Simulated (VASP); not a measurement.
A run of VASP 6.6.1:

The input INCAR:

```
SYSTEM = Hf3Ta2O
PREC     = Accurate       ! precision mode
ENCUT    = 520            ! plane-wave cutoff, eV
EDIFF    = 1E-7           ! SCF threshold, eV
ISMEAR   = 0              ! smearing method
SIGMA    = 0.1            ! smearing width, eV
LREAL    = .FALSE.        ! projectors in reciprocal space
LASPH    = .TRUE.         ! aspherical terms in the spheres
NELM     = 100            ! most SCF steps
ALGO     = Normal         ! electronic algorithm
ISIF     = 2              ! what is computed and relaxed
LWAVE    = .FALSE.        ! write WAVECAR
LCHARG   = .TRUE.         ! write CHGCAR
GGA      = PE             ! functional
LELF     = .TRUE.         ! ELF
LVHAR    = .TRUE.       
NBANDS   = 38             ! bands
```

The input KPOINTS:

```
Automatic mesh
0
G
  4 4 4
  0 0 0
```

File POSCAR:

```
Hf3Ta2O
1.0
    0.0000000000      3.9906770500      4.8551199800
    3.1711874100      0.0000000000      4.8551199800
    3.1711874100      3.9906770500      0.0000000000
Hf Ta O
3 2 1
Direct
    0.5000000000      0.0000000000      0.5000000000
    0.0000000000      0.5000000000      0.0000000000
    0.5000000000      0.5000000000      0.5000000000
    0.5000000000      0.5000000000      0.0000000000
    0.0000000000      0.0000000000      0.5000000000
    0.0000000000      0.0000000000      0.0000000000
```

Potentials or basis: VASP PAW PBE potentials, release 64 (Hf_pv, Ta_pv, O).

Command:

```bash
$ cat potpaw_PBE.64/Hf_pv/POTCAR potpaw_PBE.64/Ta_pv/POTCAR potpaw_PBE.64/O/POTCAR > POTCAR
$ mpirun -np 1 vasp_std > vasp.out
```

Hardware: 1 thread of Intel Xeon 8259CL, on a shared host.

Task: How long does it take, and how much memory?

Result: It took 5.7 min on 1 thread of Intel Xeon 8259CL, on a shared host, peak memory 0.33 GiB. Counts: scf iterations 18, k points 18.
